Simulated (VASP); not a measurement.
A run of VASP 6.6.1 is set up as follows.

Contents of INCAR:

```
SYSTEM = Sb
ALGO = Normal
EDIFF = 1E-6
ENCUT = 520
GGA = PE
ISIF = 2
ISMEAR = -1
LASPH = .True.
LCHARG = .False.
LREAL = .False.
LWAVE = .False.
NBANDS = 8
NELM = 60
PREC = Accurate
SIGMA = 0.05
```

Contents of KPOINTS:

```
k-points
0
Gamma
  12 12 12
  0 0 0
```

The input POSCAR:

```
Sb
1.0
    0.0000000000      2.3050000000      2.3511000000
    2.3050000000      0.0000000000      2.3511000000
    2.3050000000      2.3050000000      0.0000000000
Sb
1
Direct
    0.0000000000      0.0000000000      0.0000000000
```

Potentials or basis: VASP PAW PBE potentials, release 64 (Sb).

Run with:

```sh
$ cat potpaw_PBE.64/Sb/POTCAR > POTCAR
$ mpirun -np 1 vasp_std > vasp.out
```

(1) Estimate the pressure.

Results:

(1) 6.9 GPa.

Caveat: the cell differs from its parent crystal (zz strain of +2 %).
